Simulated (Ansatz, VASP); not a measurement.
Al in VASP and in Ansatz

File INCAR:

```
ALGO     = Normal         # electronic algorithm
EDIFF    = 1E-6           # SCF threshold, eV
ENCUT    = 520            # plane-wave cutoff, eV
GGA      = CA             # functional
ISIF     = 2              # what is computed and relaxed
ISMEAR   = -1             # smearing method
LASPH    = True           # aspherical terms in the spheres
LCHARG   = False          # write CHGCAR
LREAL    = False          # projectors in reciprocal space
LWAVE    = False          # write WAVECAR
NBANDS   = 8              # bands
NELM     = 100            # most SCF steps
PREC     = Accurate       # precision mode
SIGMA    = 0.05           # smearing width, eV
```

KPOINTS

```
k-points
0
Gamma
  18 18 18
```

Contents of POSCAR:

```
Al
1.0
    0.0000000000      1.7851935855      1.7851935855
    1.7851935855      0.0000000000      1.7851935855
    1.7851935855      1.7851935855      0.0000000000
Al
1
Direct
    0.0000000000      0.0000000000      0.0000000000
```

Input for Ansatz:

```yaml
crystal:
  lattice:
    - [0.0, 1.7851935855, 1.7851935855]
    - [1.7851935855, 0.0, 1.7851935855]
    - [1.7851935855, 1.7851935855, 0.0]
  atoms:
    - { symbol: Al, position: [0.0, 0.0, 0.0] }
kpoints:
  mp_grid: { grid: [18, 18, 18] }
scf:
  occupations: { method: fermi_dirac, width: 0.05 }
hamiltonian:
  xc: lda
  pseudopotentials: { kind: all_electron, lapw: { basis_error: 0.001 } }
output:
  forces: true
  stress: true
  eigenvalues: true
  populations: true
```

Change from the starting cell: volume scaled by 0.72, LAPW.

Alike in both runs: task single point; functional LDA; k mesh 18 × 18 × 18; occupations fermi-dirac, width 0.05 eV; no spin polarisation.

|  | VASP | Ansatz |
| --- | --- | --- |
| version | VASP 6.6.1 | Ansatz 0.2.0 |
| potentials or method | VASP PAW LDA potentials, release 64 (Al), cutoff 520 eV | all-electron LAPW, scalar-relativistic |

Ansatz gave:

* pressure (GPa): 56.7

Q: Which values does VASP return?

A: Pressure (GPa): 57.6.

LDA's correlation is that of Perdew and Zunger in VASP and of Perdew and Wang (1992) in Ansatz. Both programs put the cell under a high pressure, so it lies far from rest at this level. Ansatz ran all-electron here, and VASP with PAW potentials.
